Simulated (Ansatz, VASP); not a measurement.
**One calculation of TaSb, two programs**

Contents of INCAR:

```
SYSTEM = TaSb
PREC = Accurate
ENCUT = 600
EDIFF = 1E-6
ISMEAR = 0
SIGMA = 0.1
LREAL = .FALSE.
LASPH = .TRUE.
NELM = 100
ALGO = Normal
ISIF = 3
LWAVE = .FALSE.
LCHARG = .FALSE.
GGA = PE
IBRION = 2
NSW = 100
EDIFFG = -0.005
```

File KPOINTS:

```
regular mesh
0
G
  14 14 8
  0 0 0
```

POSCAR

```
TaSb
1.0
    2.9201957712      0.0000000000      0.0000000000
    0.0000000000      2.9201957712      0.0000000000
    0.0000000000      0.0000000000      5.6765568895
Ta Sb
1 1
Direct
    0.0000000000      0.0000000000      0.5000000000
    0.0000000000      0.0000000000      0.0000000000
```

Input for Ansatz:

```yaml
crystal:
  lattice:
    - [2.9201957712, 0.0, 0.0]
    - [0.0, 2.9201957712, 0.0]
    - [0.0, 0.0, 5.6765568895]
  atoms:
    - { symbol: Ta, position: [0.0, 0.0, 0.5] }
    - { symbol: Sb, position: [0.0, 0.0, 0.0] }
basis:
  ecutwfc: 420
kpoints:
  mp_grid: { grid: [14, 14, 8] }
hamiltonian:
  xc: pbe
scf:
  occupations: { method: gaussian, width: 0.1 }
output:
  forces: true
  stress: true
  eigenvalues: true
relax:
  adjacent_minimum: "off"
  f_tol: 0.005
  max_steps: 80
  cell: { stress_tol: 0.05 }
```

Alike in both runs: task relaxation of cell and atoms; functional PBE; k mesh 14 × 14 × 8; occupations gaussian, width 0.1 eV; no spin polarisation.

|  | VASP | Ansatz |
| --- | --- | --- |
| version | VASP 6.6.1 | Ansatz 0.2.0 |
| potentials or method | VASP PAW PBE potentials, release 64 (Ta_pv, Sb), cutoff 600 eV | scalar-relativistic, plane waves, PAW |
| valence electrons in the cell | 16 | 28 |

```csv
,VASP,Ansatz,Ansatz less VASP
"gap on the k mesh at the Fermi level, each at its own relaxed structure (eV)",none,none,-
relaxed volume (Å³/atom),24.30,24.29,-0.007
relaxed cell length with the largest relative difference (Å),5.613,5.612,-0.0012
```

A gap of «none» marks a metal or a gap that the smearing closes. VASP's potentials hold 16 valence electrons a cell and Ansatz's 28, so a difference there can come from the potentials and not from the codes.

Neither program's run includes spin-orbit coupling.
